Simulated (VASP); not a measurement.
# Rb: relaxation of cell and atoms with PBE

The system is Rb.

```xyz
2
Lattice="0.0000 4.8550 4.8550 4.8550 0.0000 4.8550 4.8550 4.8550 0.0000" Properties=species:S:1:pos:R:3 pbc="T T T"
Rb    9.7100    9.7100    9.7100
Rb    2.4275    2.4275    2.4275
```

This isn't the form of Rb at room conditions, which is bcc.

| Item | Value |
| --- | --- |
| Program | VASP 6.6.1 |
| Task | relaxation of cell and atoms |
| Functional | PBE |
| Potentials or basis | VASP PAW PBE potentials, release 64 (Rb_sv) |
| Cutoff | 500 eV |
| k mesh | 4 × 4 × 4 |
| Occupations | fermi-dirac, width 0.1 eV |
| Spin | no spin polarisation |
| Target pressure | 20 GPa |
| Dipole correction | no |
| Further INCAR settings | ALGO = Normal; EDIFF = 1e-07; IBRION = 2; EDIFFG = -0.03; NSW = 80; ISIF = 3 |

- Relaxed volume: 32.61 Å³/atom
- Relaxed cell: a = 4.518 Å, b = 4.518 Å, c = 4.518 Å, α = 60.00°, β = 60.00°, γ = 60.00°
- Space group after relaxing (to 0.1 Å): Fd-3m (No. 227)
- Energy change on relaxing (the run minimises the enthalpy): +1803.0 meV/atom
- Ionic steps: 9
- Pressure after relaxing: 20.0 GPa
- Band gap on the k mesh: zero (bands 9 and 10 overlap by 0.46 eV)

The path:
```tsv
step	energy change (eV)	largest force (eV/Å)	pressure (GPa)	volume (Å³)
1	0.0000	0.0000	0.25	228.87
2	190.0559	0.0000	1564.71	7.45
3	0.7972	0.0000	3.23	120.73
4	1.7028	0.0000	7.08	90.83
5	4.2022	0.0000	25.07	60.96
6	3.4463	0.0000	18.71	66.55
7	3.6938	0.0000	20.72	64.53
8	3.5394	0.0000	19.46	65.76
9	3.6060	0.0000	20.00	65.22
```

Final structure:
```yaml
crystal:
  lattice:
    - [0.00000, 3.19490, 3.19490]
    - [3.19490, 0.00000, 3.19490]
    - [3.19490, 3.19490, 0.00000]
  atoms:
    - { symbol: Rb, position: [0.00000, 0.00000, 0.00000] }
    - { symbol: Rb, position: [0.25000, 0.25000, 0.25000] }
```

Levels at points of the mesh, in eV from the Fermi level:
```
           k point  band 6  band 7  band 8  band 9  band 10  band 11  band 12  band 13
(0.00, 0.00, 0.00)  -12.54  -12.54  -12.54   -2.22     2.11     2.11     3.76     3.76
(0.50, 0.00, 0.00)  -12.14  -12.10  -12.10    0.29     0.89     1.87     1.87     3.71
(0.50, 0.50, 0.00)  -13.56  -11.60  -11.60   -0.16    -0.16     3.69     3.69     4.86
```

Wall time 3.5 min on 1 thread of AMD EPYC 9R45 (Zen 5), on a shared host, peak memory 0.48 GiB.

Caveat: the cell is relaxed towards a set pressure, so the run minimises the enthalpy, not the energy; the volume moved by over 15 % at a fixed basis, so the end points are rough.
